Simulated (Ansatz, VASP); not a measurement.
**Cr: VASP beside Ansatz**

```xyz
1
Lattice="-1.4420 1.4420 1.4059 1.4420 -1.4420 1.4059 1.4420 1.4420 -1.4059" Properties=species:S:1:pos:R:3 pbc="T T T"
Cr    0.0000    0.0000    0.0000
```

Change from the starting cell: strain +0.000 along x and y, -0.025 along z, atoms carried along.

Alike in both runs: task single point; functional PBEsol; k mesh 24 × 24 × 24; occupations gaussian, width 0.15 eV; no spin polarisation.

```csv
,VASP,Ansatz
version,VASP 6.6.1,Ansatz 0.2.0
potentials or method,"VASP PAW PBE potentials, release 64 (Cr_pv), cutoff 520 eV","scalar-relativistic, plane waves, PAW"
valence electrons in the cell,12,14
```

|  | VASP | Ansatz | Ansatz less VASP |
| --- | --- | --- | --- |
| gap on the k mesh at the Fermi level (eV) | none | none | - |
| pressure (GPa) | -12.4 | -12.1 | +0.34 |
| traceless stress, the component that is largest in VASP (GPa) | 5.86 | 5.92 | +0.054 |

VASP's potentials were made for PBE, not for PBEsol. A gap of «none» marks a metal or a gap that the smearing closes. VASP's potentials hold 12 valence electrons a cell and Ansatz's 14, so a difference there can come from the potentials and not from the codes.
